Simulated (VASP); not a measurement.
# MgO (P6_3/mmc) in VASP: vibrations by perturbation theory with PBEsol

Aim: the vibrations by perturbation theory of MgO with PBEsol.

All numbers are computed with VASP 6.6.1; they aren't measurements. Logs are shortened: lines on timing, memory, paths and dates and some standing lists are left out, and cuts for length are marked.

## Step 1: The cell of the first run

It takes space group P6_3/mmc (No. 194, hexagonal). The conventional cell has a = 3.495 Å, b = 3.495 Å, c = 4.195 Å, α = 90.00°, β = 90.00°, γ = 120.00°. Within 2.7 Å of Mg (site symmetry -6m2) lie 5 O at 2.02 to 2.10 Å. O (site symmetry -6m2) has 5 Mg at 2.02 to 2.10 Å within 2.7 Å.

## Step 2: Vibrations by perturbation theory, PBEsol

INCAR reads:

```
PREC     = Accurate       # precision mode
ENCUT    = 520            # plane-wave cutoff, eV
EDIFF    = 1E-8           # SCF threshold, eV
ISMEAR   = 0              # smearing method
SIGMA    = 0.05           # smearing width, eV
LREAL    = False          # projectors in reciprocal space
LASPH    = True           # aspherical terms in the spheres
NELM     = 100            # most SCF steps
ALGO     = Normal         # electronic algorithm
ISIF     = 2              # what is computed and relaxed
LWAVE    = False          # write WAVECAR
LCHARG   = False          # write CHGCAR
GGA      = PS             # functional
IBRION   = 8              # ionic algorithm
NSW      = 1              # ionic steps
```

KPOINTS reads:

```
Automatic mesh
0
Gamma
  9 9 6
```

POSCAR reads:

```
MgO
1.0
    3.4947663863      0.0000000000      0.0000000000
   -1.7473831932      3.0265564708      0.0000000000
    0.0000000000      0.0000000000      4.1947132299
Mg O
2 2
Direct
    0.6666666667      0.3333333333      0.7500000000
    0.3333333333      0.6666666667      0.2500000000
    0.6666666667      0.3333333333      0.2500000000
    0.3333333333      0.6666666667      0.7500000000
```

Potentials or basis: VASP PAW PBE potentials, release 64 (Mg, O).

On the command line:

```
$ cat potpaw_PBE.64/Mg/POTCAR potpaw_PBE.64/O/POTCAR > POTCAR
$ mpirun -np 1 vasp_std > vasp.out
```

OUTCAR:

```text
PREC = Accurate
   ENCUT = 520
   EDIFF = 1E-8
   ISMEAR = 0
   LREAL = False
   LASPH = True
   NELM = 100
   ISIF = 2
   GGA = PS
   IBRION = 8
   NSW = 1

 ion  position               nearest neighbor table
   1  0.667  0.333  0.750-   4 2.02   4 2.02   4 2.02   3 2.10   3 2.10   2 2.91   2 2.91   2 2.91
                             2 2.91   2 2.91   2 2.91
   2  0.333  0.667  0.250-   3 2.02   3 2.02   3 2.02   4 2.10   4 2.10   1 2.91   1 2.91   1 2.91
                             1 2.91   1 2.91   1 2.91
   3  0.667  0.333  0.250-   2 2.02   2 2.02   2 2.02   1 2.10   1 2.10
   4  0.333  0.667  0.750-   1 2.02   1 2.02   1 2.02   2 2.10   2 2.10

  LATTYP: Found a hexagonal cell.
 ALAT       =     3.4947663863
 C/A-ratio  =     1.2002843012

  Lattice vectors:

 A1 = (   3.4947663863,   0.0000000000,   0.0000000000)
 A2 = (  -1.7473831932,   3.0265564708,   0.0000000000)
 A3 = (   0.0000000000,   0.0000000000,   4.1947132299)

Analysis of symmetry for initial positions (statically):
=====================================================================
 Subroutine PRICEL returns:
 Original cell was already a primitive cell.

 Routine SETGRP: Setting up the symmetry group for a
 hexagonal supercell.

 Subroutine GETGRP returns: Found 24 space group operations
 (whereof 12 operations were pure point group operations)
 out of a pool of 24 trial point group operations.

The static configuration has the point symmetry D_3d.
 The point group associated with its full space group is D_6h.

Analysis of symmetry for dynamics (positions and initial velocities):
=====================================================================
 Subroutine PRICEL returns:
 Original cell was already a primitive cell.

 Routine SETGRP: Setting up the symmetry group for a
 hexagonal supercell.

 Subroutine GETGRP returns: Found 24 space group operations
 (whereof 12 operations were pure point group operations)
 out of a pool of 24 trial point group operations.

The dynamic configuration has the point symmetry D_3d.
 The point group associated with its full space group is D_6h.

 Subroutine INISYM returns: Found 24 space group operations
 (whereof 12 operations are pure point group operations),
 and found     1 'primitive' translations

----------------------------------------------------------------------------------------

                                     Primitive cell

  volume of cell :      44.3679

  direct lattice vectors                    reciprocal lattice vectors
     3.494766386  0.000000000  0.000000000     0.286142159  0.165204253  0.000000000
    -1.747383193  3.026556471  0.000000000     0.000000000  0.330408505  0.000000000
     0.000000000  0.000000000  4.194713230     0.000000000  0.000000000  0.238395319

  length of vectors
     3.494766386  3.494766386  4.194713230     0.330408505  0.330408505  0.238395319

  position of ions in fractional coordinates (direct lattice)
     0.666666667  0.333333333  0.750000000
     0.333333333  0.666666667  0.250000000
     0.666666667  0.333333333  0.250000000
     0.333333333  0.666666667  0.750000000

  ion indices of the primitive-cell ions
   primitive index   ion index
                 1           1
                 2           2
                 3           3
[... 143 lines left out ...]
     11      13.8477      0.00000
     12      14.1895      0.00000
[... 331 lines left out ...]
 k-point    24 :       0.3333    0.3333    0.1667
  band No.  band energies     occupation
      1     -14.0333      2.00000
      2     -14.0333      2.00000
      3      -1.6962      2.00000
      4      -0.9995      2.00000
      5      -0.9995      2.00000
      6       0.6409      2.00000
      7       0.6409      2.00000
      8       0.6739      2.00000
      9       9.0508      0.00000
     10      10.5412      0.00000
     11      12.5093      0.00000
     12      12.5093      0.00000

 [... further k-points ...]

------------------------ aborting loop because EDIFF is reached ----------------------------------------

  FORCE on cell =-STRESS in cart. coord.  units (eV):
  Direction    XX          YY          ZZ          XY          YZ          ZX
  --------------------------------------------------------------------------------------
  -------------------------------------------------------------------------------------
  Total       -0.1109144     -0.1109144     -0.1330950      0.0000000     -0.0000000      0.0000000
  in kB       -4.0052480     -4.0052480     -4.8062134      0.0000000     -0.0000000      0.0000000
  external PRESSURE =      -4.2722364 kB  Pullay stress =       0.0000000 kB

 VOLUME and BASIS-vectors are now :
 -----------------------------------------------------------------------------
  energy-cutoff  :      520.00
  volume of cell :       44.37
      direct lattice vectors                 reciprocal lattice vectors
     3.494766386  0.000000000  0.000000000     0.286142159  0.165204253  0.000000000
    -1.747383193  3.026556471  0.000000000     0.000000000  0.330408505  0.000000000
     0.000000000  0.000000000  4.194713230     0.000000000  0.000000000  0.238395319

 POSITION                                       TOTAL-FORCE (eV/Angst)
 -----------------------------------------------------------------------------------
      1.74738      1.00885      3.14603        -0.000000      0.000000      0.000000
     -0.00000      2.01770      1.04868        -0.000000     -0.000000      0.000000
      1.74738      1.00885      1.04868        -0.000000     -0.000000      0.000000
     -0.00000      2.01770      3.14603         0.000000      0.000000      0.000000
 -----------------------------------------------------------------------------------
    total drift:                               -0.000000      0.000000     -0.000000

  FREE ENERGIE OF THE ION-ELECTRON SYSTEM (eV)
  ---------------------------------------------------
  free  energy   TOTEN  =       -24.7590206837 eV

  energy  without entropy=      -24.7590206837  energy(sigma->0) =      -24.75902068

[... ionic steps 2 to 9 ...]

--------------------------------------- Ionic step       10  -------------------------------------------

------------------------ aborting loop because EDIFF is reached ----------------------------------------

[... ionic steps 11 to 11 ...]

--------------------------------------- Ionic step       12  -------------------------------------------

 Free energy of the ion-electron system (eV)
  ---------------------------------------------------
  ---------------------------------------------------
  free energy    TOTEN  =        -0.37254861 eV

  energy without entropy =       -0.37254861

------------------------ aborting loop because EDIFF is reached ----------------------------------------

 INTERNAL STRAIN TENSOR  FOR ION    3  DIRECTION 3   (eV/Angst):
 -----------------------------------------------------------------------------
    -0.00048  0.00000  0.00000
     0.00000 -0.00048 -0.00000
     0.00000  0.00000  0.00486

 INTERNAL STRAIN TENSOR FOR ION    4 for displacements in x,y,z  (eV/Angst):
          X           Y           Z          XY          YZ          ZX
  --------------------------------------------------------------------------------
  x     0.00000    -0.00000     0.00000    -8.69199     0.00000     0.00000
  y    -8.69199     8.69199    -0.00000    -0.00000     0.00000     0.00000
  z    -0.00000     0.00000    -0.00000    -0.00000    -0.00000    -0.00000

 SECOND DERIVATIVES (NOT SYMMETRIZED)
 ------------------------------------
               1X          1Y          1Z          2X          2Y          2Z          3X          3Y          3Z          4X          4Y          4Z
  1X   -10.034960    0.000000    0.000000    1.416019   -0.000000    0.000000    1.640685   -0.000000    0.000000    6.978255   -0.000000    0.000000
  1Y     0.000000  -10.034960    0.000000   -0.000000    1.416019    0.000000   -0.000000    1.640685    0.000000   -0.000000    6.978255    0.000000
  1Z    -0.000000    0.000000   -9.933835    0.000000   -0.000000    4.948687    0.000000   -0.000000    2.835747   -0.000000   -0.000000    2.149402
  2X     1.416019   -0.000000    0.000000  -10.034960    0.000000    0.000000    6.978255   -0.000000    0.000000    1.640685   -0.000000    0.000000
  2Y    -0.000000    1.416019    0.000000    0.000000  -10.034960    0.000000   -0.000000    6.978255    0.000000   -0.000000    1.640685    0.000000
  2Z     0.000000   -0.000000    4.948687   -0.000000    0.000000   -9.933835   -0.000000   -0.000000    2.149402    0.000000   -0.000000    2.835747
  3X     1.637774   -0.000000    0.000000    6.970567   -0.000000    0.000000  -10.382701    0.000000    0.000000    1.774360   -0.000000    0.000000
  3Y    -0.000000    1.637774    0.000000   -0.000000    6.970567    0.000000    0.000000  -10.382701    0.000000   -0.000000    1.774360    0.000000
  3Z     0.000000   -0.000000    2.826301    0.000000    0.000000    2.153911    0.000000    0.000000  -10.879110    0.000000    0.000000    5.898898
  4X     6.970567   -0.000000    0.000000    1.637774   -0.000000    0.000000    1.774360   -0.000000    0.000000  -10.382701    0.000000    0.000000
  4Y    -0.000000    6.970567    0.000000   -0.000000    1.637774    0.000000   -0.000000    1.774360    0.000000    0.000000  -10.382701    0.000000
  4Z     0.000000    0.000000    2.153911    0.000000   -0.000000    2.826301    0.000000    0.000000    5.898898    0.000000    0.000000  -10.879110

 Eigenvectors and eigenvalues of the dynamical matrix
 ----------------------------------------------------

   1 f  =   16.029502 THz   100.716333 2PiTHz  534.686643 cm-1    66.292665 meV
             X         Y         Z           dx          dy          dz
      1.747383  1.008852  3.146035    -0.000000    0.000000   -0.055320
     -0.000000  2.017704  1.048678     0.000000   -0.000000    0.055320
      1.747383  1.008852  1.048678    -0.000000    0.000000    0.704940
     -0.000000  2.017704  3.146035     0.000000   -0.000000   -0.704940
[... 71 lines left out ...]
  12 f/i=    0.004447 THz     0.027940 2PiTHz    0.148329 cm-1     0.018390 meV
             X         Y         Z           dx          dy          dz
      1.747383  1.008852  3.146035     0.381122   -0.395110   -0.000000
     -0.000000  2.017704  1.048678     0.381122   -0.395110   -0.000000
      1.747383  1.008852  1.048678     0.309417   -0.320773   -0.000000
     -0.000000  2.017704  3.146035     0.309417   -0.320773   -0.000000

--------------------------------------------------------------------------------------------------------

 ELASTIC MODULI CONTR FROM IONIC RELAXATION (kBar)
 Direction    XX          YY          ZZ          XY          YZ          ZX
 --------------------------------------------------------------------------------
 XX        -555.1382    555.1382     -0.0000      0.0000     -0.0000      0.0000
 YY         555.1382   -555.1382      0.0000      0.0000      0.0000     -0.0000
 ZZ          -0.0000      0.0000     -0.0000      0.0000     -0.0000     -0.0000
 XY           0.0000      0.0000      0.0000   -555.1382      0.0000      0.0000
 YZ          -0.0000      0.0000     -0.0000      0.0000     -0.0000      0.0000
 ZX           0.0000     -0.0000     -0.0000      0.0000      0.0000     -0.0000
 --------------------------------------------------------------------------------
```

It took 7.1 min on 1 thread of Intel Xeon 8259CL, shared host; peak memory 0.39 GiB.

What came out:

```
Highest phonon frequency at Γ, LO-TO splitting left out : 535 cm⁻¹
```

Phonon frequencies in cm⁻¹ (negative: imaginary):
```tsv
q point	frequencies
(0.000, 0.000, 0.000)	0 0 0 290 290 375 407 493 493 501 501 535
```

Caveat: the PAW data sets were made with another functional, which shifts forces and pressure a little.
